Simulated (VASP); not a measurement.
# WC (Cm) in VASP: notebook, part 2 of 2

VASP 6.6.1. The steps go on from the part before.

**4. Single point, PBE**

INCAR

```
PREC     = Accurate       # precision mode
ENCUT    = 520            # plane-wave cutoff, eV
EDIFF    = 1E-6           # SCF threshold, eV
ISMEAR   = 0              # smearing method
SIGMA    = 0.15           # smearing width, eV
LREAL    = False          # projectors in reciprocal space
LASPH    = True           # aspherical terms in the spheres
NELM     = 60             # most SCF steps
ALGO     = Normal         # electronic algorithm
ISIF     = 2              # what is computed and relaxed
LWAVE    = False          # write WAVECAR
LCHARG   = False          # write CHGCAR
GGA      = PE             # functional
NBANDS   = 16             # bands
```

KPOINTS

```
regular mesh
0
Gamma
  18 18 16
```

POSCAR

```
WC
1.0
    2.9005014360      0.0000000000      0.0000000000
   -1.4502507180      2.5119079273      0.0000000000
    0.0000000000      0.0000000000      2.8290000000
W C
1 1
Direct
    0.0000000000      0.0000000000      0.0000000000
    0.7274923405      0.3637461703      0.5456192554
```

Potentials or basis: VASP PAW PBE potentials, release 64 (W_sv, C).

Launch:

```bash
$ cat potpaw_PBE.64/W_sv/POTCAR potpaw_PBE.64/C/POTCAR > POTCAR
$ mpirun -np 1 vasp_std > vasp.out
```

OUTCAR:

```text
PREC = Accurate
   ENCUT = 520
   EDIFF = 1E-6
   ISMEAR = 0
   LREAL = False
   LASPH = True
   NELM = 60
   ISIF = 2
   GGA = PE

 ion  position               nearest neighbor table
   1  0.000  0.000  0.000-   2 2.06   2 2.06   2 2.23   2 2.23   2 2.23   2 2.39
   2  0.727  0.364  0.546-   1 2.06   1 2.06   1 2.23   1 2.23   1 2.23   1 2.39

  LATTYP: Found a hexagonal cell.
 ALAT       =     2.9005014360
 C/A-ratio  =     0.9753485949

  Lattice vectors:

[... 643 lines left out ...]

------------------------ aborting loop because EDIFF is reached ----------------------------------------

  FORCE on cell =-STRESS in cart. coord.  units (eV):
  Direction    XX          YY          ZZ          XY          YZ          ZX
  --------------------------------------------------------------------------------------
  -------------------------------------------------------------------------------------
  Total        1.4273793      2.4496808      2.6403725     -0.8853390      0.4088432      0.7081370
  in kB      110.9533047    190.4190207    205.2419075    -68.8193288     31.7802700     55.0450307
  external PRESSURE =     168.8714110 kB  Pullay stress =       0.0000000 kB

 VOLUME and BASIS-vectors are now :
 -----------------------------------------------------------------------------
  energy-cutoff  :      520.00
  volume of cell :       20.61
      direct lattice vectors                 reciprocal lattice vectors
     2.900501436  0.000000000  0.000000000     0.344767973  0.199051882  0.000000000
    -1.450250718  2.511907927  0.000000000     0.000000000  0.398103764  0.000000000
     0.000000000  0.000000000  2.829000000     0.000000000  0.000000000  0.353481796

 POSITION                                       TOTAL-FORCE (eV/Angst)
 -----------------------------------------------------------------------------------
      0.00000      0.00000      0.00000         1.967391      1.135874      2.074851
      1.58257      0.91370      1.54356        -1.967391     -1.135874     -2.074851
 -----------------------------------------------------------------------------------
    total drift:                                0.000040      0.000023     -0.000446

  FREE ENERGIE OF THE ION-ELECTRON SYSTEM (eV)
  ---------------------------------------------------
  free  energy   TOTEN  =       -22.1296472420 eV

  energy  without entropy=      -22.1266381808  energy(sigma->0) =      -22.12814271
```

Wall time 2.9 min (1 thread of Intel Xeon Platinum 8488C (Sapphire Rapids), shared host); peak memory 0.53 GiB.

Results:

```yaml
Free_energy: -22.1296 eV
Pressure: 16.9 GPa
Largest_force: 3.077 eV/Å
Band_gap_on_the_k_mesh: zero (band 9 reaches 12.11 eV, above the bottom of band 10 at 10.80 eV)
```

Forces on the atoms (eV/Å):
```
W    1.967  1.136  2.075
C   -1.967 -1.136 -2.075
```

Caveat: the cell differs from its parent crystal (all C atoms moved -0.200 Å, as atom 2 towards its neighbour atom 1 (W) at 2.192 Å); spin-orbit coupling is left out, which moves the levels of the heavy elements; forces of over 1 eV/Å act on the atoms, so gaps and moduli don't describe the material at rest.

**5. Single point, PBE**

INCAR

```
PREC = Accurate ; ENCUT = 520
EDIFF = 1E-6 ; ISMEAR = 0
SIGMA = 0.15 ; LREAL = False
LASPH = True ; NELM = 80
ALGO = Normal ; ISIF = 2
LWAVE = False ; LCHARG = False
GGA = PE ; NBANDS = 16
```

KPOINTS

```
Automatic mesh
0
Gamma
  18 18 16
```

Edit POSCAR of step 4 so:

```diff
@@ -9,2 +9,2 @@
     0.0000000000      0.0000000000      0.0000000000
-    0.7274923405      0.3637461703      0.5456192554
+    0.6210474113      0.3105237056      0.4657855585
```

Launch:

```bash
$ cat potpaw_PBE.64/W_sv/POTCAR potpaw_PBE.64/C/POTCAR > POTCAR
$ mpirun -np 1 vasp_std > vasp.out
```

Wall time 3.1 min (1 thread of Intel Xeon Platinum 8488C (Sapphire Rapids), shared host); peak memory 0.53 GiB.

It converged, with:

- Free energy: -22.2516 eV
- Pressure: 14.0 GPa
- Largest force: 2.554 eV/Å
- Band gap on the k mesh: zero (band 9 reaches 11.67 eV, above the bottom of band 10 at 10.72 eV)

Forces on the atoms (eV/Å):
```
W   -1.774 -1.025 -1.525
C    1.774  1.025  1.525
```

Stress tensor (GPa, compression positive):
```
15.66  5.13  4.54
 5.13  9.73  2.62
 4.54  2.62 16.60
```

Levels at points of the mesh, in eV from the Fermi level:
| k point | band 5 | band 6 | band 7 | band 8 | band 9 | band 10 | band 11 | band 12 | band 13 | band 14 |
| --- | --- | --- | --- | --- | --- | --- | --- | --- | --- | --- |
| (0.00, 0.00, 0.00) | -14.53 | -4.59 | -3.58 | -3.21 | 0.15 | 3.07 | 3.33 | 4.85 | 6.33 | 6.79 |
| (0.50, 0.00, 0.00) | -10.86 | -7.47 | -4.06 | -3.57 | -0.49 | 2.55 | 4.38 | 4.75 | 7.29 | 10.19 |
| (0.00, 0.50, 0.00) | -11.33 | -6.93 | -3.95 | -3.36 | -0.46 | 2.39 | 4.59 | 5.02 | 6.30 | 10.02 |
| (0.00, 0.00, 0.50) | -10.52 | -8.67 | -2.83 | -1.55 | -0.60 | -0.49 | 3.51 | 3.79 | 5.69 | 9.95 |
| (0.50, 0.00, 0.50) | -11.68 | -6.28 | -4.15 | -3.87 | -0.11 | 4.45 | 5.35 | 6.76 | 8.75 | 10.43 |
| (0.00, 0.50, 0.50) | -11.24 | -6.70 | -4.63 | -4.22 | 0.46 | 4.40 | 5.32 | 6.28 | 9.44 | 10.04 |

Caveat: the cell differs from its parent crystal (all C atoms moved +0.150 Å, as atom 2 towards its neighbour atom 1 (W) at 2.192 Å); spin-orbit coupling is left out, which moves the levels of the heavy elements; forces of over 1 eV/Å act on the atoms, so gaps and moduli don't describe the material at rest.
